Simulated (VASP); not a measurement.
# H6C2O in VASP: a series of runs, part 2 of 2

VASP 6.6.1. Earlier steps stand in the parts before.

### 3 Single point, PBE+D3(BJ)

Input file INCAR:

```
SYSTEM = H6C2O
PREC = Accurate ; ENCUT = 520
EDIFF = 1E-6 ; ISMEAR = -1
SIGMA = 0.05 ; LREAL = Auto
LASPH = .True. ; NELM = 80
ALGO = Normal ; ISIF = 2
LWAVE = .False. ; LCHARG = .False.
GGA = PE ; IVDW = 12
NBANDS = 64
```

Input file KPOINTS:

```
regular mesh
0
Gamma
  1 1 1
  0 0 0
```

Input file POSCAR:

```
H6C2O
1.0
    7.9602190000      0.0000000000      0.0000000000
    0.0000000000      7.9602190000      0.0000000000
    0.0000000000      0.0000000000      7.9602190000
C O H
8 4 24
Direct
    0.9424238202      0.5083528481      0.0235797533
    0.7776921715      0.5785519217     -0.0336925404
    0.4672610138      0.4954888804      0.4588315975
    0.3062604182      0.4151644572      0.4095741587
    0.5524219874     -0.0183412039      0.8272134221
    0.7000435541      0.0933517030      0.8324017216
    0.1288909262      0.9256654873      0.3719495657
   -0.0164442712      1.0220196203      0.3095140975
    0.6363895265      0.4900995814      0.0429887670
    0.2582089764      0.3101296585      0.5488919338
    0.8428788203     -0.0041079272      0.8702273141
   -0.1619176558      0.9309919740      0.3618995910
    0.5381384608      0.5341561583     -0.0086555408
    0.7679562585      0.7135858951     -0.0145473385
    0.7701044406      0.5579117861     -0.1748444358
    1.0352227746      0.5730621230     -0.0476368803
    0.9642699529      0.5112422158      0.1595307868
    0.9422228208      0.3774896143     -0.0164191463
    0.1578474160      0.2461364442      0.5249353064
    0.2096424734      0.5110160914      0.3839592855
    0.3203806327      0.3454804447      0.2865624677
    0.5188299468      0.5722330001      0.3534701746
    0.4463193789      0.5881622101      0.5613915899
    0.5589042211      0.4043607343      0.4899990817
    0.9357028996      0.0719955067      0.9048494771
    0.7242765557      0.1588147261      0.7093900306
    0.6821294741      0.2020673049      0.9236052425
    0.4464198786      0.0595084130      0.7678557587
    0.5705998792     -0.1402097103      0.7650292033
    0.5191942583     -0.0513302461      0.9593454652
   -0.2647288975      0.9972464325      0.3585830993
   -0.0214441336      1.1556968470      0.3509702434
   -0.0026883682      1.0312655971      0.1774323043
    0.2470283795      0.9990303031      0.3553419824
    0.1228106915      0.9107287124      0.5110412163
    0.1461768828      0.8029552956      0.3146270222
```

Potentials or basis: VASP PAW PBE potentials, release 64 (C, O, H).

Started as:

```
$ cat potpaw_PBE.64/C/POTCAR potpaw_PBE.64/O/POTCAR potpaw_PBE.64/H/POTCAR > POTCAR
$ mpirun -np 1 vasp_gam > vasp.out
```

Run time: 74 s. Hardware: 1 thread of Intel Xeon Platinum 8259CL at 2.50GHz (Skylake/Cascade Lake), shared host; peak memory 0.44 GiB.

Results (log left out):

```
Free energy                : -188.1036 eV
Pressure                   : 0.3 GPa
Largest force              : 2.584 eV/Å
Band gap on the k mesh     : 4.33 eV
Dispersion energy per atom : -0.028 eV
```

Forces on the atoms (eV/Å):
```
C   -0.956 -0.729  0.309
C   -0.883 -0.367 -1.119
C   -0.163  2.264 -0.630
C   -0.593 -0.462 -0.675
C   -2.068  0.411  0.401
C    0.771  1.979 -0.535
C    1.872  0.611  1.673
C   -0.841  0.398  0.877
O    1.350 -0.162  0.468
O    0.250 -0.015  0.038
O    1.715  0.119  0.877
O   -0.462 -0.109 -0.038
H   -0.962  0.349 -0.427
H   -0.013  0.366  0.266
H    0.056  0.202  0.763
H    1.111  0.502 -0.277
H   -0.002  0.288 -0.005
H    0.312 -0.481  0.020
H   -0.268 -0.044 -0.281
H   -0.142  0.073  0.135
H   -0.011 -0.039  0.751
H   -0.156 -0.395  0.220
H    0.168 -0.529 -0.017
H    0.956 -0.855  0.531
H   -0.724 -0.614 -0.313
H   -0.339 -0.312  0.166
H   -0.026 -0.879 -0.387
H    0.710 -1.104  0.550
H    0.141  0.298 -0.450
H   -0.187  0.156 -0.399
H    0.314  0.128 -0.212
H    0.108 -0.279  0.336
H   -0.375 -0.033 -1.753
H   -0.293 -0.274 -0.259
H   -0.183 -0.205 -0.392
H   -0.187 -0.255 -0.214
```

Stress tensor (GPa, compression positive):
```
 1.75 -0.33  0.58
-0.33 -0.37 -0.22
 0.58 -0.22 -0.48
```

Levels at points of the mesh, in eV from the valence-band top:
```csv
k point,band 37,band 38,band 39,band 40,band 41,band 42,band 43,band 44
"(0.00, 0.00, 0.00)",-0.36,-0.33,-0.14,0.00,4.33,5.32,5.46,6.00
```

Caveat: the k points lie up to 0.79 Å⁻¹ apart.

### 4 Single point, PBE+D3(BJ)

Input file INCAR:

```
SYSTEM = H6C2O
  PREC = Accurate
  ENCUT = 520
  EDIFF = 1E-7
  ISMEAR = -1
  SIGMA = 0.002
  LREAL = Auto
  LASPH = .TRUE.
  NELM = 80
  ALGO = Normal
  ISIF = 2
  LWAVE = .FALSE.
  LCHARG = .TRUE.
  GGA = PE
  IVDW = 12
  LELF = .TRUE.
  LVHAR = .TRUE.
  NBANDS = 64
```

Input file KPOINTS:

```
Automatic mesh
0
G
  1 1 1
  0 0 0
```

Input file POSCAR:

```
H6C2O
1.0
    7.9602190000      0.0000000000      0.0000000000
    0.0000000000      7.9602190000      0.0000000000
    0.0000000000      0.0000000000      7.9602190000
C O H
8 4 24
Direct
    0.9361425860      0.4976245000      0.0257028104
    0.7767876738      0.5700848180     -0.0386798403
    0.4649369571      0.5115311526      0.4692081964
    0.3269382413      0.4043732968      0.4003909943
    0.5403243303     -0.0077761680      0.8160579502
    0.6915010755      0.1045574249      0.8457556256
    0.1410011458      0.9055781003      0.3580680381
   -0.0089947274      1.0159016982      0.3152677081
    0.6450325048      0.4920844514      0.0552371738
    0.2481715641      0.3156068947      0.5353119054
    0.8367734606      0.0019346201      0.8861565241
   -0.1655607716      0.9370093963      0.3599524083
    0.5494698073      0.5704868170      0.0495086881
    0.7758831761      0.7047670422     -0.0230144422
    0.7602052155      0.5366058396     -0.1740404378
    1.0315168465      0.5659140785     -0.0404511484
    0.9548983514      0.5179756989      0.1584378520
    0.9386927671      0.3668240786     -0.0141202145
    0.1552218601      0.2464253810      0.4900242066
    0.2337121629      0.4807154175      0.3319004163
    0.3915093291      0.3154938325      0.3121773408
    0.5073729755      0.5898330184      0.3627789637
    0.4316966656      0.5810392905      0.5855492167
    0.5700345681      0.4352644067      0.5019083018
    0.9287056047      0.0733773782      0.8636697056
    0.7194023180      0.1702842598      0.7230203089
    0.6596049682      0.1962508820      0.9516572346
    0.4197497581      0.0705382603      0.8315600362
    0.5271463009     -0.0703121359      0.6937497574
    0.5376987744     -0.0910025214      0.9281277312
   -0.2498298100      0.9876612691      0.2906703949
    0.0066329833      1.1376948298      0.3761956800
   -0.0003266242      1.0268184833      0.1873566544
    0.2508473699      0.9632900803      0.2958084445
    0.1676084540      0.8862821488      0.4952753184
    0.1243433127      0.7795765418      0.3079061016
```

Started as:

```
$ cat potpaw_PBE.64/C/POTCAR potpaw_PBE.64/O/POTCAR potpaw_PBE.64/H/POTCAR > POTCAR
$ mpirun -np 1 vasp_gam > vasp.out
```

It took 89 s on 1 thread of Intel Xeon Platinum 8259CL at 2.50GHz (Skylake/Cascade Lake), shared host; peak memory 0.44 GiB.

The run converged. Its results:

```yaml
Free_energy: -187.9346 eV
Pressure: 0.5 GPa
Largest_force: 3.056 eV/Å
Band_gap_on_the_k_mesh: 4.42 eV
Dispersion_energy_per_atom: -0.028 eV
```

Forces on the atoms (eV/Å):
```
C    0.137  0.062 -0.824
C   -0.428 -0.685 -0.299
C   -0.174  0.814 -0.010
C    0.035 -0.585 -0.218
C   -1.601  0.914  1.270
C   -0.314  0.534 -0.751
C    0.296 -0.052  0.934
C    0.152 -1.443  2.383
O   -1.344  0.612  0.273
O   -0.607 -0.540  0.010
O   -1.343 -0.487  0.385
O    0.784 -0.045  0.509
H    0.269 -0.611  0.077
H   -0.104  0.701 -0.061
H    0.140  0.353  0.249
H    1.082  0.154 -0.399
H   -0.112 -0.176  0.589
H    0.366 -0.433  0.378
H    0.625  0.436  0.207
H   -0.023 -0.056 -0.086
H   -0.582  0.183  0.014
H    0.061  0.338  0.504
H   -0.148  0.163 -0.619
H    0.912 -0.701  0.314
H    1.400  0.678 -0.191
H   -0.141  0.115  0.881
H    0.486 -0.580 -0.978
H    1.170 -0.543 -0.270
H    0.489 -0.219  0.250
H   -0.157 -0.389 -0.605
H   -0.566  0.266 -0.403
H   -0.276  0.541  0.121
H   -0.221  0.743 -2.956
H    0.023 -0.179  0.289
H   -0.182  0.404 -0.628
H   -0.104 -0.288 -0.339
```

Stress tensor (GPa, compression positive):
```
 1.20  0.44  0.00
 0.44  0.54 -0.55
 0.00 -0.55 -0.38
```

Levels at points of the mesh, in eV from the valence-band top:
```tsv
k point	band 38	band 39	band 40	band 41	band 42	band 43
(0.00, 0.00, 0.00)	-0.30	-0.12	0.00	4.42	5.36	5.68
```

Caveat: the k points lie up to 0.79 Å⁻¹ apart; the atoms stand as in a frame of molecular dynamics.

### 5 The runs side by side

```tsv
cell	smearing	gap on the mesh (eV)	pressure (GPa)	largest force (eV/Å)
as given, atomic positions A	fermi-dirac 0.05 eV	4.33	1.0	3.09
as given, atomic positions B	fermi-dirac 0.05 eV	4.33	0.3	2.58
as given, atomic positions C	fermi-dirac 0.002 eV	4.42	0.5	3.06
```

Alike in all rows: task single point; level PBE+D3(BJ); potentials or basis VASP PAW PBE potentials, release 64 (C, O, H); no spin polarisation; k mesh 1 × 1 × 1; cutoff (eV) 520.

Caveats: all runs use coarse meshes; the atoms stand as in a frame of molecular dynamics (at least some runs).

Total energies depend on the potentials used, so only differences within one code and one set of settings carry meaning.
